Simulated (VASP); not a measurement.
# LiH (F-43m) in VASP: notebook, part 2 of 2

VASP 6.6.1. The steps go on from the part before.

### 4 Single point, r2SCAN

This run uses another cell than the first one, of 9.87 Å³/atom, 1.002 times its volume.

POSCAR reads:

```
LiH
1.0
    0.0000000000      2.1451220264      2.1451220264
    2.1451220264      0.0000000000      2.1451220264
    2.1451220264      2.1451220264      0.0000000000
Li H
1 1
Direct
    0.0000000000      0.0000000000      0.0000000000
    0.2500000000      0.2500000000      0.2500000000
```

INCAR.step1 reads:

```
PREC     = Accurate       # precision mode
ENCUT    = 520            # plane-wave cutoff, eV
ISMEAR   = 0              # smearing method
SIGMA    = 0.01           # smearing width, eV
LREAL    = F              # projectors in reciprocal space
LASPH    = T              # aspherical terms in the spheres
NELM     = 80             # most SCF steps
NBANDS   = 9              # bands
GGA      = PE             # functional
ALGO     = Normal         # electronic algorithm
EDIFF    = 1E-4           # SCF threshold, eV
LWAVE    = T              # write WAVECAR
LCHARG   = F              # write CHGCAR
```

INCAR.step2 reads:

```
PREC     = Accurate       # precision mode
ENCUT    = 520            # plane-wave cutoff, eV
EDIFF    = 1E-6           # SCF threshold, eV
ISMEAR   = 0              # smearing method
SIGMA    = 0.01           # smearing width, eV
LREAL    = F              # projectors in reciprocal space
LASPH    = T              # aspherical terms in the spheres
NELM     = 80             # most SCF steps
ALGO     = Normal         # electronic algorithm
ISIF     = 2              # what is computed and relaxed
LWAVE    = F              # write WAVECAR
LCHARG   = F              # write CHGCAR
METAGGA  = R2SCAN         # meta-GGA
LMIXTAU  = T            
NBANDS   = 9              # bands
ISTART   = 1
```

KPOINTS reads:

```
regular mesh
0
Gamma
  10 10 10
```

Command:

```console
$ cat potpaw_PBE.64/Li_sv/POTCAR potpaw_PBE.64/H/POTCAR > POTCAR
$ cp INCAR.step1 INCAR
$ mpirun -np 1 vasp_std > vasp.out
$ cp INCAR.step2 INCAR
$ mpirun -np 1 vasp_std > vasp.out
```

It took 22 s on 1 thread of Intel Xeon Platinum 8488C (Sapphire Rapids), shared host; peak memory 0.14 GiB.

The run converged. Its results:

* Free energy: -6.7105 eV
* Band gap on the k mesh: 4.82 eV, indirect (least direct gap 5.85 eV)

Levels at points of the mesh, in eV from the valence-band top:
```csv
k point,band 1,band 2,band 3,band 4,band 5,band 6
"(0.00, 0.00, 0.00)",-44.69,-3.65,14.15,18.90,18.90,18.90
"(0.50, 0.00, 0.00)",-44.67,-1.03,4.82,16.27,16.27,17.37
"(0.50, 0.50, 0.00)",-44.66,-0.30,7.87,10.80,11.57,11.57
```

Caveat: the cutoff is under 1.25 times the usual one of these potentials, so pressure, stress and relaxed cells hold a basis-set (Pulay) error; the PAW data sets were made with another functional, which shifts forces and pressure a little. A k mesh can miss the band edges.

### 5 Relaxation of cell and atoms, PBE

This run uses another cell than the first one, of 4.99 Å³/atom, 0.507 times its volume.

INCAR reads:

```
SYSTEM = LiH
ALGO = Normal
EDIFF = 1E-6
EDIFFG = -0.005
ENCUT = 600
GGA = PE
IBRION = 2
ISIF = 3
ISMEAR = -1
LASPH = .True.
LCHARG = .False.
LREAL = .False.
LWAVE = .False.
NELM = 80
NSW = 80
PREC = Accurate
SIGMA = 0.02
```

KPOINTS reads:

```
k-points
0
Gamma
  12 12 12
  0 0 0
```

POSCAR reads:

```
LiH
1.0
    0.0000000000      1.7091877369      1.7091877369
    1.7091877369      0.0000000000      1.7091877369
    1.7091877369      1.7091877369      0.0000000000
Li H
1 1
Direct
    0.0000000000      0.0000000000      0.0000000000
    0.2500000000      0.2500000000      0.2500000000
```

Command:

```console
$ cat potpaw_PBE.64/Li_sv/POTCAR potpaw_PBE.64/H/POTCAR > POTCAR
$ mpirun -np 1 vasp_std > vasp.out
```

Wall time 14 s (1 thread of Intel Xeon Platinum 8488C (Sapphire Rapids), shared host); peak memory 0.11 GiB.

The run converged. Its results:

```yaml
Free_energy: -5.9510 eV
Relaxed_volume: 8.91 Å³/atom
Relaxed_cell: a = 2.931 Å, b = 2.931 Å, c = 2.931 Å, α = 60.00°, β = 60.00°, γ = 60.00°
Space_group_after_relaxing_to_0.05_Å: F-43m (No. 216)
Energy_gained_by_relaxing: 485.0 meV/atom
Ionic_steps: 6
Pressure_after_relaxing: -0.1 GPa
Band_gap_on_the_k_mesh: 4.43 eV, indirect (least direct gap 5.52 eV)
```

The path:
| step | energy change (eV) | largest force (eV/Å) | pressure (GPa) | volume (Å³) |
| --- | --- | --- | --- | --- |
| 1 | 0.0000 | 0.0000 | 56.43 | 9.99 |
| 2 | -0.6570 | 0.0000 | 24.03 | 12.75 |
| 3 | -0.9583 | 0.0000 | 3.46 | 16.65 |
| 4 | -0.9699 | 0.0000 | 0.33 | 17.66 |
| 5 | -0.9700 | 0.0000 | -0.17 | 17.84 |
| 6 | -0.9700 | 0.0000 | -0.09 | 17.81 |

Final structure:
```
Li H
1.0
     0.00000    2.07284    2.07284
     2.07284    0.00000    2.07284
     2.07284    2.07284    0.00000
Li H
1 1
Direct
  0.00000 0.00000 0.00000
  0.25000 0.25000 0.25000
```

Levels at points of the mesh, in eV from the valence-band top:
```
           k point  band 1  band 2  band 3  band 4  band 5  band 6
(0.00, 0.00, 0.00)  -43.23   -3.91   14.08   18.33   18.33   18.33
(0.50, 0.00, 0.00)  -43.20   -1.17    4.43   15.94   15.94   17.29
(0.50, 0.50, 0.00)  -43.19   -0.41    7.59   10.46   11.27   11.27
```

Caveat: the cutoff is under 1.25 times the usual one of these potentials, so pressure, stress and relaxed cells hold a basis-set (Pulay) error; the volume moved by over 15 % at a fixed basis, so the end points are rough.

### 6 Relaxation of cell and atoms, PBEsol

INCAR reads:

```
SYSTEM = LiH
  PREC = Accurate
  ENCUT = 600
  EDIFF = 1E-6
  ISMEAR = -1
  SIGMA = 0.02
  LREAL = .False.
  LASPH = .True.
  NELM = 80
  ALGO = Normal
  ISIF = 3
  LWAVE = .False.
  LCHARG = .False.
  GGA = PS
  IBRION = 2
  NSW = 80
  EDIFFG = -0.005
```

KPOINTS reads:

```
Automatic mesh
0
Gamma
  10 10 10
  0 0 0
```

POSCAR reads:

```
LiH
1.0
    0.0000000000      2.1433375124      2.1433375124
    2.1433375124      0.0000000000      2.1433375124
    2.1433375124      2.1433375124      0.0000000000
Li H
1 1
Direct
    0.0000000000      0.0000000000      0.0000000000
    0.2500000000      0.2500000000      0.2500000000
```

Potentials or basis: VASP PAW PBE potentials, release 64 (Li_sv, H).

Command:

```console
$ cat potpaw_PBE.64/Li_sv/POTCAR potpaw_PBE.64/H/POTCAR > POTCAR
$ mpirun -np 1 vasp_std > vasp.out
```

Wall time 7.5 s (1 thread of Intel Xeon Platinum 8488C (Sapphire Rapids), shared host); peak memory 0.13 GiB.

The run converged. Its results:

```yaml
Free_energy: -5.9862 eV
Relaxed_volume: 9.63 Å³/atom
Relaxed_cell: a = 3.008 Å, b = 3.008 Å, c = 3.008 Å, α = 60.00°, β = 60.00°, γ = 60.00°
Space_group_after_relaxing_to_0.05_Å: F-43m (No. 216)
Energy_gained_by_relaxing: 0.5 meV/atom
Ionic_steps: 3
Pressure_after_relaxing: 0.0 GPa
Band_gap_on_the_k_mesh: 4.06 eV, indirect (least direct gap 5.13 eV)
```

Step by step:
```csv
step,energy change (eV),largest force (eV/Å),pressure (GPa),volume (Å³)
1,0.0000,0.0000,-0.64,19.69
2,-0.0004,0.0000,-0.49,19.58
3,-0.0009,0.0000,-0.03,19.25
```

Final structure:
```yaml
crystal:
  lattice:
    - [0.00000, 2.12719, 2.12719]
    - [2.12719, 0.00000, 2.12719]
    - [2.12719, 2.12719, 0.00000]
  atoms:
    - { symbol: Li, position: [0.00000, 0.00000, 0.00000] }
    - { symbol: H, position: [0.25000, 0.25000, 0.25000] }
```

Levels at points of the mesh, in eV from the valence-band top:
```
           k point  band 1  band 2  band 3  band 4  band 5  band 6
(0.00, 0.00, 0.00)  -42.68   -3.82   13.25   17.38   17.38   17.38
(0.50, 0.00, 0.00)  -42.65   -1.10    4.06   15.15   15.15   16.21
(0.50, 0.50, 0.00)  -42.64   -0.35    7.08    9.89   10.72   10.72
```

Caveat: the cutoff is under 1.25 times the usual one of these potentials, so pressure, stress and relaxed cells hold a basis-set (Pulay) error; the PAW data sets were made with another functional, which shifts forces and pressure a little. A k mesh can miss the band edges.

### 7 Overview

| task | level | cell | k mesh | cutoff (eV) | smearing | gap on the mesh (eV) | pressure (GPa) | relaxed volume (Å³/atom) |
| --- | --- | --- | --- | --- | --- | --- | --- | --- |
| single point | PBE | a = 3.031 Å, angles 60.0°, 2 atoms | 12 × 12 × 12 | 520 | fermi-dirac 0.02 eV | 4.21 | - | - |
| single point | r2SCAN | a = 3.034 Å, angles 60.0°, 2 atoms | 10 × 10 × 10 | 520 | fermi-dirac 0.02 eV | 4.82 | - | - |
| single point | r2SCAN | a = 3.034 Å, angles 60.0°, 2 atoms | 10 × 10 × 10 | 520 | gaussian 0.01 eV | 4.82 | - | - |
| relaxation of cell and atoms | PBE | relaxed from a = 2.417 Å, angles 60.0°, 2 atoms | 12 × 12 × 12 | 600 | fermi-dirac 0.02 eV | 4.43 | -0.1 | 8.91 |
| relaxation of cell and atoms | PBEsol | relaxed from a = 3.031 Å, angles 60.0°, 2 atoms | 10 × 10 × 10 | 600 | fermi-dirac 0.02 eV | 4.06 | 0.0 | 9.63 |

Alike in all rows: potentials or basis VASP PAW PBE potentials, release 64 (Li_sv, H); no spin polarisation.

On the cell as given the gap runs from 4.21 eV (PBE) to 4.82 eV (r2SCAN); the meshes differ, which moves gaps too.

Caveats: the cutoff is under 1.25 times the usual one of these potentials, so pressure, stress and relaxed cells hold a basis-set (Pulay) error; the PAW data sets were made with another functional, which shifts forces and pressure a little (some runs); the volume moved by over 15 % at a fixed basis, so the end points are rough (some runs).

Total energies depend on the potentials used, so only differences within one code and one set of settings carry meaning.
